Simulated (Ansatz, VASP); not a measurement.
## CaO in VASP and in Ansatz

```
Ca O
1.0
     0.00000    2.60673    2.60673
     2.60673    0.00000    2.60673
     2.60673    2.60673    0.00000
Ca O
1 1
Direct
  0.00000 0.00000 0.00000
  0.25000 0.25000 0.25000
```

Alike in both runs: task single point; functional r2SCAN; k mesh 6 × 6 × 6; occupations methfessel-paxton of order 1, width 0.2 eV; no spin polarisation.

```csv
,VASP,Ansatz
version,VASP 6.6.1,Ansatz 0.2.0
potentials or method,"VASP PAW PBE potentials, release 64 (Ca_sv, O)",plane waves
plane-wave cutoff (eV),520,500
valence electrons in the cell,16,16
```

Ansatz gave:

```
gap on the k mesh at the Fermi level (eV) : 3.76
pressure (GPa)                            : 0.0
```

Question: Estimate VASP's values.

Answer: gap on the k mesh at the Fermi level (eV): 3.74; pressure (GPa): 0.8.

VASP's potentials were made for PBE, not for r2SCAN.
